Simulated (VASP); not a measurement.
**KZnI3: single point with PBE**

The system is KZnI3.

```
CELL_PARAMETERS angstrom
5.82327 0.00000 0.00000
0.00000 5.82327 0.00000
0.00000 0.00000 5.64390
ATOMIC_POSITIONS crystal
K 0.00000 0.00000 0.50000
Zn 0.50000 0.50000 0.00000
I 0.50000 0.50000 0.50000
I 0.00000 0.50000 0.00000
I 0.50000 0.00000 0.00000
```

The cell was generated, and may not be a known phase.

| Quantity | Value |
| --- | --- |
| Program | VASP 6.6.1 |
| Task | single point |
| Functional | PBE |
| Potentials or basis | VASP PAW PBE potentials, release 64 (K_sv, Zn, I) |
| Cutoff | 520 eV |
| k mesh | 3 × 3 × 2 |
| Occupations | gaussian, width 0.15 eV |
| Spin | no spin polarisation |

```yaml
Pressure: 0.0 GPa
Band_gap_on_the_k_mesh: zero (bands 21 and 22 overlap by 0.33 eV)
```

Stress tensor (GPa, compression positive):
```
 0.01  0.00  0.00
 0.00  0.01  0.00
 0.00  0.00 -0.11
```

Levels at points of the mesh, in eV from the Fermi level:
```csv
k point,band 19,band 20,band 21,band 22,band 23,band 24
"(0.00, 0.00, 0.00)",-0.80,-0.50,-0.45,-0.45,3.44,5.02
"(0.00, 0.00, 0.50)",-1.10,-0.63,-0.63,2.50,4.71,5.15
```

Wall time 82 s on 1 thread of Intel(R) Xeon(R) Platinum 8259CL CPU @ 2.50GHz (Skylake/Cascade Lake), on a shared host, peak memory 0.3 GiB.

Caveat: the k points lie up to 0.56 Å⁻¹ apart; semilocal functionals underestimate gaps, and a narrow one can read as zero; spin-orbit coupling is left out, which moves the levels of the heavy elements.
